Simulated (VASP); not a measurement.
Here is a VASP 6.6.1 calculation.

The input POSCAR:

```
P
1.0
    2.4246941115      0.0000000000      0.0000000000
    0.0000000000      2.4385351442      0.0000000000
   -0.0203144631      0.0000000000      4.8524328982
P
2
Direct
    0.0000000300      0.0000000000      0.7494253600
    0.9999999700      0.0000000000      0.2505746400
```

Contents of INCAR.step1:

```
  PREC = Accurate
  ENCUT = 520
  EDIFF = 1E-5
  ISMEAR = -1
  SIGMA = 0.05
  LREAL = False
  LASPH = True
  NELM = 100
  ALGO = Normal
  ISIF = 2
  LWAVE = True
  LCHARG = False
  GGA = PE
  NBANDS = 12
```

Contents of INCAR.step2:

```
  PREC = Accurate
  ENCUT = 520
  EDIFF = 1E-6
  ISMEAR = -1
  SIGMA = 0.05
  LREAL = False
  LASPH = True
  NELM = 100
  ALGO = Normal
  ISIF = 2
  LWAVE = False
  LCHARG = False
  GGA = PE
  LHFCALC = True
  HFSCREEN = 0.2079
  PRECFOCK = Normal
  ISTART = 1
  NBANDS = 12
```

The input KPOINTS:

```
regular mesh
0
Gamma
  6 6 3
```

Potentials or basis: VASP PAW PBE potentials, release 64 (P).

Command:

```sh
$ cat potpaw_PBE.64/P/POTCAR > POTCAR
$ cp INCAR.step1 INCAR
$ mpirun -np 1 vasp_std > vasp.out
$ cp INCAR.step2 INCAR
$ mpirun -np 1 vasp_std > vasp.out
```

Question: Predict the pressure.

Answer: -2.7 GPa.

Question: What does it give for the largest force?

Answer: 0.017 eV/Å.

Stress tensor (GPa, compression positive):
```
-3.56  0.00  0.17
 0.00 -1.02  0.00
 0.17  0.00 -3.39
```

Caveat: the k points lie up to 0.43 Å⁻¹ apart; the PAW data sets were made with another functional, which shifts forces and pressure a little.
